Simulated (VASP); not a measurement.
# Sb5Se: single point with PBE

The system is Sb5Se.

```xyz
6
Lattice="6.3724 0.0000 0.0000 -3.1862 5.5187 0.0000 0.0000 0.0000 5.3489" Properties=species:S:1:pos:R:3 pbc="T T T"
Sb    3.1862    0.0000    2.6744
Sb   -1.5931    2.7594    2.6744
Sb    1.5931    2.7594    2.6744
Sb    0.0000    3.6791    5.3476
Sb    3.1862    1.8396    0.0012
Se    0.0000    0.0000    2.6744
```

The cell was generated, and may not be a known phase.

```json
{
  "Program": "VASP 6.6.1",
  "Task": "single point",
  "Functional": "PBE",
  "Potentials or basis": "VASP PAW PBE potentials, release 64 (Sb, Se)",
  "Cutoff": "520 eV",
  "k mesh": "3 × 3 × 4",
  "Occupations": "gaussian, width 0.1 eV",
  "Spin": "no spin polarisation"
}
```

```yaml
Pressure: -0.1 GPa
Largest_force: 0.003 eV/Å
Band_gap_on_the_k_mesh: zero (an odd number of electrons rules out a gap without spin polarisation)
```

Forces in eV/Å, atoms in the order of the input:
```
Sb   0.000  0.000  0.000
Sb   0.000  0.000  0.000
Sb   0.000  0.000  0.000
Sb   0.000  0.000  0.003
Sb   0.000  0.000 -0.003
Se   0.000  0.000  0.000
```

Levels at points of the mesh, in eV from the Fermi level:
| k point | band 11 | band 12 | band 13 | band 14 | band 15 | band 16 | band 17 | band 18 | band 19 | band 20 |
| --- | --- | --- | --- | --- | --- | --- | --- | --- | --- | --- |
| (0.00, 0.00, 0.00) | -1.24 | -1.01 | -1.01 | -0.82 | -0.44 | -0.44 | 0.19 | 0.19 | 2.54 | 2.54 |
| (0.00, 0.00, 0.50) | -3.49 | -1.62 | -0.03 | -0.03 | 0.63 | 0.76 | 1.45 | 1.45 | 2.71 | 3.32 |

Run time: 52 s on 1 thread of AMD EPYC 7R43 64-Core Processor (Zen 3) (shared host), peak memory 0.26 GiB.

Caveat: the k points lie up to 0.38 Å⁻¹ apart, too coarse for converged energies and pressures of a metal; spin-orbit coupling is left out, which moves the levels of the heavy elements.
